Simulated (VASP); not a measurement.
# Al in VASP: further runs, part 2 of 2

VASP 6.6.1. The steps go on from the part before.

## (4) Single point, LDA

Input file INCAR:

```
SYSTEM = Al
ALGO = Fast
EDIFF = 1E-6
ENCUT = 520
ISIF = 2
ISMEAR = 0
ISYM = 0
LASPH = .True.
LCHARG = .True.
LELF = .True.
LREAL = .False.
LVHAR = .True.
LWAVE = .False.
NBANDS = 10
NELM = 100
PREC = Accurate
SIGMA = 0.1
```

Input file KPOINTS:

```
k-points
0
Gamma
  9 9 17
  0 0 0
```

Input file POSCAR:

```
Al
1.0
    3.9621217778      0.0000000000      0.0231007144
    0.0000000000      3.9621891203      0.0000000000
   -1.9693726896      0.0000000000      1.9991732442
Al
2
Direct
    0.0000000000      0.0000000000      0.0000000000
    0.5000000000      0.5000000000      0.0000000000
```

Potentials or basis: VASP PAW LDA potentials, release 64 (Al).

On the command line:

```
$ cat potpaw_LDA.64/Al/POTCAR > POTCAR
$ mpirun -np 1 vasp_std > vasp.out
```

OUTCAR:

```text
SYSTEM = Al
   EDIFF = 1E-6
   ENCUT = 520
   ISIF = 2
   ISMEAR = 0
   ISYM = 0
   LASPH = .True.
   LREAL = .False.
   NELM = 100
   PREC = Accurate

 ion  position               nearest neighbor table
   1  0.000  0.000  0.000-   2 2.80   2 2.80   2 2.80   2 2.80   2 2.82   2 2.82   2 2.82   2 2.82

   2  0.500  0.500  0.000-   1 2.80   1 2.80   1 2.80   1 2.80   1 2.82   1 2.82   1 2.82   1 2.82

IMPORTANT INFORMATION: All symmetrisations will be switched off!
NOSYMM: (Re-)initialisation of all symmetry stuff for point group C_1.

----------------------------------------------------------------------------------------

                                     Primitive cell

  volume of cell :      31.5646

  direct lattice vectors                    reciprocal lattice vectors
     3.962121778  0.000000000  0.023100714     0.250948703  0.000000000  0.247207951
     0.000000000  3.962189120  0.000000000     0.000000000  0.252385732  0.000000000
    -1.969372690  0.000000000  1.999173244    -0.002899746  0.000000000  0.497350253

  length of vectors
     3.962189120  3.962189120  2.806264858     0.352259879  0.252385732  0.497358707

  position of ions in fractional coordinates (direct lattice)
     0.000000000  0.000000000  0.000000000
     0.500000000  0.500000000  0.000000000

  ion indices of the primitive-cell ions
   primitive index   ion index
                 1           1
                 2           2

----------------------------------------------------------------------------------------

 KPOINTS: k-points

Automatic generation of k-mesh.
 Grid dimensions read from file:
 generate k-points for:    9    9   17

 Generating k-lattice:

  Cartesian coordinates                     Fractional coordinates (reciprocal lattice)
     0.027883189  0.000000000  0.027467550     0.111111111  0.000000000  0.000000000
     0.000000000  0.028042859  0.000000000     0.000000000  0.111111111  0.000000000
    -0.000170573  0.000000000  0.029255897     0.000000000  0.000000000  0.058823529

  Length of vectors
     0.039139987  0.028042859  0.029256395

  Shift w.r.t. Gamma in fractional coordinates (k-lattice)
     0.000000000  0.000000000  0.000000000

 Subroutine IBZKPT returns following result:
 ===========================================

 Found    689 irreducible k-points:

 Following reciprocal coordinates:
            Coordinates               Weight
  0.000000  0.000000  0.000000      1.000000
  0.111111  0.000000 -0.000000      2.000000
  0.222222  0.000000 -0.000000      2.000000
  0.333333  0.000000 -0.000000      2.000000
  0.444444  0.000000 -0.000000      2.000000
  0.000000  0.111111  0.000000      2.000000
[... 16 lines left out ...]
 -0.444444  0.222222  0.000000      2.000000
  0.000000  0.333333  0.000000      2.000000
 [... further k-points ...]
   k-points           NKPTS =    689   k-points in BZ     NKDIM =    689   number of bands    NBANDS=     10
   number of dos      NEDOS =    301   number of ions     NIONS =      2
   total plane-waves  NPLWV =  21600
   dimension x,y,z NGX =    30 NGY =   30 NGZ =   24
   dimension x,y,z NGXF=    60 NGYF=   60 NGZF=   48
   ions per type =               2
   NGX,Y,Z   is equivalent  to a cutoff of  12.59, 12.59, 14.22 a.u.
   NGXF,Y,Z  is equivalent  to a cutoff of  25.17, 25.17, 28.44 a.u.
 SYSTEM =  Al
   PREC   = accura    normal or accurate (medium, high low for compatibility)
   ISTART =      0    job   : 0-new  1-cont  2-samecut
   ICHARG =      2    charge: 1-file 2-atom 10-const
   ISPIN  =      1    spin polarized calculation?
   LNONCOLLINEAR =      F non collinear calculations
   LSORBIT =      F    spin-orbit coupling
   LASPH  =      T    aspherical Exc in radial PAW
   ENCUT  =  520.0 eV  38.22 Ry    6.18 a.u.   7.37  7.37  5.22*2*pi/ulx,y,z
   NELM   =    100;   NELMIN=  2; NELMDL= -5     # of ELM steps
   EDIFF  = 0.1E-05   stopping-criterion for ELM
   LREAL  =      F    real-space projection
   EDIFFG = 0.1E-04   stopping-criterion for IOM
   NSW    =      0    number of steps for IOM
   IBRION =     -1    ionic relax: 0-MD 1-quasi-New 2-CG
   NFREE  =      0    steps in history (QN), initial steepest desc. (CG)
   ISIF   =      2    stress and relaxation
   ISYM   =      0    0-nonsym 1-usesym 2-fastsym
   POTIM  = 0.5000    time-step for ionic-motion
   TEBEG  =    0.0;   TEEND  =   0.0 temperature during run
   PSTRESS=    0.0 pullay stress
   NELECT =       6.0000    total number of electrons
   NUPDOWN=      -1.0000    fix difference up-down
   EMIN   =  10.00;   EMAX   =-10.00  energy-range for DOS
   EFERMI =   0.00;   METHOD = LEGACY
   ISMEAR =     0;   SIGMA  =   0.10  broadening in eV -4-tet -1-fermi 0-gaus
   EFERMI_NEDOS =   21; number of points for ismear=-14 and -15
   IALGO  =     68    algorithm
   IMIX   =      4    mixing-type and parameters
     AMIX     =   0.40;   BMIX     =  1.00
     AMIX_MAG =   1.60;   BMIX_MAG =  1.00
  volume/ion in A,a.u.               =      15.78       106.50
  Fermi-wavevector in a.u.,A,eV,Ry     =   0.941293  1.778787 12.055215  0.886033
  Thomas-Fermi vector in A             =   2.068790
   LORBIT       =      0    0 simple, 1 ext, 2 COOP (PROOUT), +10 PAW based schemes
   GGA     = CA    functional components
   LHFCALC =     F    Hartree Fock is set to
   AEXX    =    0.0000 exact exchange contribution
   IVDW    =     0    specifies the selected vdW correction
   LEPSILON=     F    determine dielectric tensor
   LRPA    =     F    only Hartree local field effects (RPA)
 non-spin polarized calculation
 RMM-DIIS sequential band-by-band and
 Gauss-broadening in eV      SIGMA  =   0.10
  energy-cutoff  :      520.00
  volume of cell :       31.56
 maximum number of plane-waves:       882
 NGX is ok and might be reduce to    30
   NGX = 15   NGY = 15   NGZ = 11

 number of electron       6.0000000 magnetization

 Free energy of the ion-electron system (eV)
  ---------------------------------------------------
  ext. energy  EPLUGINS =         0.00000000
  ---------------------------------------------------
  free energy    TOTEN  =        -8.38297810 eV

  energy without entropy =       -8.37910954  energy(sigma->0) =       -8.38104382

 E-fermi :   8.2894     XC(G=0): -10.5089

 val. band max:        8.2878575009   @ k =   0.1111   0.0000   0.4118
 cond. band min:       8.2919581707   @ k =   0.4444   0.0000   0.1765
 fundamental gap:      0.0041006698
 Fermi energy:         8.2893769555

 k-point     1 :       0.0000    0.0000    0.0000
  band No.  band energies     occupation
      1      -3.1490      2.00000
      2       5.3296      2.00000
      3       6.7407      2.00000
      4      13.5032      0.00000
      5      13.6942      0.00000
      6      14.1355      0.00000
      7      17.5577      0.00000
      8      20.8467      0.00000
      9      21.1299      0.00000
     10      21.2556      0.00000

 k-point     2 :       0.1111    0.0000   -0.0000
  band No.  band energies     occupation
      1      -2.9230      2.00000
      2       5.5350      2.00000
      3       6.9561      2.00000
      4      10.5642      0.00000
      5      14.3158      0.00000
      6      15.5040      0.00000
      7      18.4391      0.00000
      8      19.2556      0.00000
      9      19.2572      0.00000
     10      21.4581      0.00000

 k-point     3 :       0.2222    0.0000   -0.0000
  band No.  band energies     occupation
      1      -2.2473      2.00000
      2       6.1517      2.00000
      3       7.2839      2.00000
      4       7.8675      2.00000
      5      14.8840      0.00000
      6      15.4375      0.00000
      7      16.4944      0.00000
      8      16.7423      0.00000
      9      22.1112      0.00000
     10      22.9456      0.00000
[... 248 lines left out ...]
 k-point    23 :      -0.4444    0.2222    0.0000
  band No.  band energies     occupation
      1       0.8741      2.00000
      2       2.8342      2.00000
      3       5.8586      2.00000
      4       7.7600      2.00000
      5      13.7797      0.00000
      6      15.5636      0.00000
      7      17.5599      0.00000
      8      19.2726      0.00000
      9      19.5469      0.00000
     10      21.2733      0.00000

 k-point    24 :       0.0000    0.3333    0.0000
  band No.  band energies     occupation
      1      -2.1080      2.00000
      2       0.9648      2.00000
      3      12.8873      0.00000
      4      14.5327      0.00000
      5      14.5715      0.00000
      6      15.0103      0.00000
      7      17.2024      0.00000
      8      17.5578      0.00000
      9      17.6322      0.00000
     10      18.4896      0.00000

 [... further k-points ...]

------------------------ aborting loop because EDIFF is reached ----------------------------------------

  FORCE on cell =-STRESS in cart. coord.  units (eV):
  Direction    XX          YY          ZZ          XY          YZ          ZX
  --------------------------------------------------------------------------------------
  -------------------------------------------------------------------------------------
  Total        0.1729635     -0.0119491      0.0211891     -0.0000002     -0.0000001     -0.0022144
  in kB        8.7793898     -0.6065175      1.0755283     -0.0000110     -0.0000050     -0.1124013
  external PRESSURE =       3.0828002 kB  Pullay stress =       0.0000000 kB

 VOLUME and BASIS-vectors are now :
 -----------------------------------------------------------------------------
  energy-cutoff  :      520.00
  volume of cell :       31.56
      direct lattice vectors                 reciprocal lattice vectors
     3.962121778  0.000000000  0.023100714     0.250948703  0.000000000  0.247207951
     0.000000000  3.962189120  0.000000000     0.000000000  0.252385732  0.000000000
    -1.969372690  0.000000000  1.999173244    -0.002899746  0.000000000  0.497350253

 POSITION                                       TOTAL-FORCE (eV/Angst)
 -----------------------------------------------------------------------------------
      0.00000      0.00000      0.00000        -0.000000     -0.000000     -0.000000
      1.98106      1.98109      0.01155         0.000000      0.000000      0.000000
 -----------------------------------------------------------------------------------
    total drift:                               -0.000000      0.000000     -0.000000

  FREE ENERGIE OF THE ION-ELECTRON SYSTEM (eV)
  ---------------------------------------------------
  free  energy   TOTEN  =        -8.3829780965 eV

  energy  without entropy=       -8.3791095352  energy(sigma->0) =       -8.38104382
```

OSZICAR:

```text
N       E                     dE             d eps       ncg     rms          rms(c)
DAV:   1    -0.906177312937E+00   -0.90618E+00   -0.22327E+03 13940   0.446E+02
DAV:   2    -0.828120927956E+01   -0.73750E+01   -0.70595E+01 18028   0.564E+01
DAV:   3    -0.844169827662E+01   -0.16049E+00   -0.15845E+00 17948   0.643E+00
DAV:   4    -0.844230113933E+01   -0.60286E-03   -0.60275E-03 16318   0.445E-01
DAV:   5    -0.844230425711E+01   -0.31178E-05   -0.31176E-05 16610   0.313E-02    0.205E+00
RMM:   6    -0.840634291320E+01    0.35961E-01   -0.35640E-03 13925   0.300E-01    0.117E+00
RMM:   7    -0.838301110522E+01    0.23332E-01   -0.93012E-03 14374   0.480E-01    0.177E-01
RMM:   8    -0.838297080057E+01    0.40305E-04   -0.56603E-04 14883   0.150E-01    0.496E-02
RMM:   9    -0.838297783895E+01   -0.70384E-05   -0.66851E-05 15517   0.641E-02    0.123E-02
RMM:  10    -0.838297809649E+01   -0.25755E-06   -0.98800E-06 15701   0.198E-02
   1 F= -.83829781E+01 E0= -.83810438E+01  d E =-.386856E-02
```

stdout:

```text
POSCAR found type information on POSCAR Al
 POSCAR found :  1 types and       2 ions
 scaLAPACK will be used
 LDA part: xc-table for (Slater(with rela. corr.)+CA(PZ))
 , standard interpolation
 POSCAR, INCAR and KPOINTS ok, starting setup
 FFT: planning ... GRIDC
 FFT: planning ... GRID_SOFT
 FFT: planning ... GRID
 WAVECAR not read
 entering main loop
```

Wall time 96 s (1 thread of Intel Xeon Platinum 8488C (Sapphire Rapids), shared host); peak memory 0.27 GiB.

What came out:

```
Free energy            : -8.3830 eV
Pressure               : 0.3 GPa
Band gap on the k mesh : zero (band 3 reaches 15.25 eV, above the bottom of band 4 at 4.26 eV)
```

## (5) Single point, LDA

This run uses another cell than the first one, of 15.74 Å³/atom, 0.997 times its volume.

Input file INCAR:

```
SYSTEM = Al
ALGO = Fast ; EDIFF = 1E-6
ENCUT = 520 ; ISIF = 2
ISMEAR = 0 ; ISYM = 0
LASPH = .TRUE. ; LCHARG = .FALSE.
LREAL = .FALSE. ; LWAVE = .FALSE.
NBANDS = 10 ; NELM = 80
PREC = Accurate ; SIGMA = 0.1
```

Input file KPOINTS:

```
k-points
0
G
  9 9 17
  0 0 0
```

Input file POSCAR:

```
Al
1.0
    3.9621891203      0.0000000000      0.0000000000
    0.0000000000      3.9621891203      0.0000000000
   -1.9810945601      0.0000000000      2.0047369642
Al
2
Direct
    0.0000000000      0.0000000000      0.0000000000
    0.5000000000      0.5000000000      0.0000000000
```

Potentials or basis: VASP PAW LDA potentials, release 64 (Al).

On the command line:

```
$ cat potpaw_LDA.64/Al/POTCAR > POTCAR
$ mpirun -np 1 vasp_std > vasp.out
```

OUTCAR:

```text
SYSTEM = Al
   EDIFF = 1E-6
   ENCUT = 520
   ISIF = 2
   ISMEAR = 0
   ISYM = 0
   LASPH = .TRUE.
   LREAL = .FALSE.
   NELM = 80
   PREC = Accurate

 ion  position               nearest neighbor table
   1  0.000  0.000  0.000-   2 2.80   2 2.80   2 2.80   2 2.80   2 2.82   2 2.82   2 2.82   2 2.82

   2  0.500  0.500  0.000-   1 2.80   1 2.80   1 2.80   1 2.80   1 2.82   1 2.82   1 2.82   1 2.82

IMPORTANT INFORMATION: All symmetrisations will be switched off!
NOSYMM: (Re-)initialisation of all symmetry stuff for point group C_1.

----------------------------------------------------------------------------------------

                                     Primitive cell

  volume of cell :      31.4723

  direct lattice vectors                    reciprocal lattice vectors
     3.962189120  0.000000000  0.000000000     0.252385732  0.000000000  0.249409279
     0.000000000  3.962189120  0.000000000     0.000000000  0.252385732  0.000000000
    -1.981094560  0.000000000  2.004736964     0.000000000  0.000000000  0.498818557

  length of vectors
     3.962189120  3.962189120  2.818458081     0.354828896  0.252385732  0.498818557

  position of ions in fractional coordinates (direct lattice)
     0.000000000  0.000000000  0.000000000
     0.500000000  0.500000000  0.000000000
[... 163 lines left out ...]
      6      14.0175      0.00000
      7      17.6264      0.00000
      8      21.0359      0.00000
      9      21.1684      0.00000
     10      21.1691      0.00000
[... 287 lines left out ...]
 k-point    24 :       0.0000    0.3333    0.0000
  band No.  band energies     occupation
      1      -2.0972      2.00000
      2       0.9754      2.00000
      3      12.8968      0.00000
      4      14.5828      0.00000
      5      14.8095      0.00000
      6      14.8945      0.00000
      7      17.4293      0.00000
      8      17.5235      0.00000
      9      17.6082      0.00000
     10      18.5583      0.00000

 [... further k-points ...]

------------------------ aborting loop because EDIFF is reached ----------------------------------------

  FORCE on cell =-STRESS in cart. coord.  units (eV):
  Direction    XX          YY          ZZ          XY          YZ          ZX
  --------------------------------------------------------------------------------------
  -------------------------------------------------------------------------------------
  Total        0.2167931      0.0239473      0.0664893     -0.0000003      0.0000003      0.1457573
  in kB       11.0364187      1.2191003      3.3848142     -0.0000152      0.0000161      7.4201554
  external PRESSURE =       5.2134444 kB  Pullay stress =       0.0000000 kB

 VOLUME and BASIS-vectors are now :
 -----------------------------------------------------------------------------
  energy-cutoff  :      520.00
  volume of cell :       31.47
      direct lattice vectors                 reciprocal lattice vectors
     3.962189120  0.000000000  0.000000000     0.252385732  0.000000000  0.249409279
     0.000000000  3.962189120  0.000000000     0.000000000  0.252385732  0.000000000
    -1.981094560  0.000000000  2.004736964     0.000000000  0.000000000  0.498818557

 POSITION                                       TOTAL-FORCE (eV/Angst)
 -----------------------------------------------------------------------------------
      0.00000      0.00000      0.00000        -0.000000     -0.000000      0.000000
      1.98109      1.98109      0.00000         0.000000      0.000000     -0.000000
 -----------------------------------------------------------------------------------
    total drift:                                0.000000      0.000000      0.000000

  FREE ENERGIE OF THE ION-ELECTRON SYSTEM (eV)
  ---------------------------------------------------
  free  energy   TOTEN  =        -8.3819848725 eV

  energy  without entropy=       -8.3776472898  energy(sigma->0) =       -8.37981608
```

stdout:

```text
POSCAR found type information on POSCAR Al
 POSCAR found :  1 types and       2 ions
 scaLAPACK will be used
 LDA part: xc-table for (Slater(with rela. corr.)+CA(PZ))
 , standard interpolation
 -----------------------------------------------------------------------------
|                                                                             |
|           W    W    AA    RRRRR   N    N  II  N    N   GGGG   !!!           |
|           W    W   A  A   R    R  NN   N  II  NN   N  G    G  !!!           |
|           W    W  A    A  R    R  N N  N  II  N N  N  G       !!!           |
|           W WW W  AAAAAA  RRRRR   N  N N  II  N  N N  G  GGG   !            |
|           WW  WW  A    A  R   R   N   NN  II  N   NN  G    G                |
|           W    W  A    A  R    R  N    N  II  N    N   GGGG   !!!           |
|                                                                             |
|     Your reciprocal lattice and k-lattice belong to different lattice       |
|     classes:                                                                |
|                                                                             |
|        The reciprocal lattice is base centered orthorhombic,                |
|        whereas your k-lattice is simple monoclinic.                         |
|                                                                             |
|     Results are often still useful ...                                      |
|                                                                             |
 -----------------------------------------------------------------------------

 POSCAR, INCAR and KPOINTS ok, starting setup
 FFT: planning ... GRIDC
 FFT: planning ... GRID_SOFT
 FFT: planning ... GRID
 WAVECAR not read
 entering main loop
```

Run time: 93 s. Hardware: 1 thread of Intel Xeon Platinum 8488C (Sapphire Rapids), shared host; peak memory 0.27 GiB.

Results:

| Property | Result |
| --- | --- |
| Free energy | -8.3820 eV |
| Pressure | 0.5 GPa |
| Band gap on the k mesh | zero (band 3 reaches 15.38 eV, above the bottom of band 4 at 4.34 eV) |

Levels at points of the mesh, in eV from the Fermi level:
```csv
k point,band 1,band 2,band 3,band 4,band 5,band 6,band 7,band 8
"(0.00, 0.00, 0.00)",-11.46,-2.98,-1.57,5.23,5.61,5.70,9.30,12.71
```

## (6) Summary

| cell | smearing | gap on the mesh (eV) | pressure (GPa) |
| --- | --- | --- | --- |
| a = 3.962, b = 3.962, c = 2.806 Å, angles 90.0, 134.2, 90.0°, 2 atoms | gaussian 0.1 eV | none | 0.3 |
| a = 3.962, b = 3.962, c = 2.806 Å, angles 90.0, 134.2, 90.0°, 2 atoms | methfessel-paxton 0.1 eV | none | 0.3 |
| a = 3.962, b = 3.962, c = 2.818 Å, angles 90.0, 134.7, 90.0°, 2 atoms | gaussian 0.1 eV | none | 0.5 |

Alike in all rows: task single point; level LDA; potentials or basis VASP PAW LDA potentials, release 64 (Al); no spin polarisation; k mesh 9 × 9 × 17; cutoff (eV) 520.

Total energies depend on the potentials used, so only differences within one code and one set of settings carry meaning.
